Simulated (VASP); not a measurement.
Wanted: the native input for a VASP 6.6.1 run.

| Property | Result |
| --- | --- |
| Task | electric field gradients |
| Functional | PBEsol |
| Potentials or basis | VASP PAW PBE potentials, release 64 (Fe) |
| Cutoff | 520 eV |
| k mesh | 17 × 17 × 10 |
| Occupations | fermi-dirac, width 0.08 eV |
| Spin | no spin polarisation |
| Dipole correction | no |
| Further INCAR settings | ALGO = Normal; EDIFF = 1e-08; NBANDS = 15 |

The structure of Fe lies in POSCAR:

```
Fe
1.0
    2.4341575853      0.0000000000      0.0000000000
   -1.2170787927      2.1080423057      0.0000000000
    0.0000000000      0.0000000000      3.8419344700
Fe
2
Direct
    0.3333333333      0.6666666667      0.2500000000
    0.6666666667      0.3333333333      0.7500000000
```

The input as run:

INCAR

```
SYSTEM = Fe
PREC = Accurate
ENCUT = 520
EDIFF = 1E-8
ISMEAR = -1
SIGMA = 0.08
LREAL = .False.
LASPH = .True.
NELM = 60
ALGO = Normal
ISIF = 2
LWAVE = .False.
LCHARG = .False.
GGA = PS
LEFG = .True.
NBANDS = 15
```

KPOINTS

```
regular mesh
0
Gamma
  17 17 10
  0 0 0
```

Potentials or basis: VASP PAW PBE potentials, release 64 (Fe).

Run with:

```sh
$ cat potpaw_PBE.64/Fe/POTCAR > POTCAR
$ mpirun -np 1 vasp_std > vasp.out
```

It gave:

```
Pressure               : -1.6 GPa
Band gap on the k mesh : zero (band 8 reaches 8.01 eV, above the bottom of band 9 at 6.09 eV)
```

Caveat: without QUAD_EFG the Cq values of the log hold for a quadrupole moment of 1 mb, not for the nuclei; the PAW data sets were made with another functional, which shifts forces and pressure a little; the run has no spin polarisation, though such a crystal can be magnetic.

Wall time 47 s on 1 thread of Intel(R) Xeon(R) Platinum 8124M CPU @ 3.00GHz (Skylake/Cascade Lake) (shared host), peak memory 0.17 GiB.
